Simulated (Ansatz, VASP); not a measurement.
Mo3S: VASP beside Ansatz

```
Mo S
1.0
     3.91879    0.00000    0.00000
     0.00000    3.91879    0.00000
     0.00000    0.00000    3.91879
Mo S
3 1
Direct
  0.00000 0.50000 0.50000
  0.50000 0.00000 0.50000
  0.50000 0.50000 0.00000
  0.00000 0.00000 0.00000
```

Alike in both runs: functional PBE; k mesh 12 × 12 × 12; occupations gaussian, width 0.1 eV; no spin polarisation.

Ansatz relaxed the structure, and its values are those at the end. VASP's run is a single point on that final structure, the one shown.

|  | VASP | Ansatz |
| --- | --- | --- |
| version | VASP 6.6.1 | Ansatz 0.2.0 |
| potentials or method | VASP PAW PBE potentials, release 64 (Mo_sv, S), cutoff 520 eV | scalar-relativistic, plane waves, PAW |
| valence electrons in the cell | 48 | 48 |

Ansatz gave:

| Quantity | Value |
| --- | --- |
| gap on the k mesh at the Fermi level (eV) | none |
| pressure (GPa) | 0.0 |

**Question.** What did VASP give for the same quantities?

**Answer.** gap on the k mesh at the Fermi level (eV): none; pressure (GPa): 0.4.

A gap of «none» marks a metal or a gap that the smearing closes. With one functional, cell and mesh, what is left measures potentials, basis and numerics.
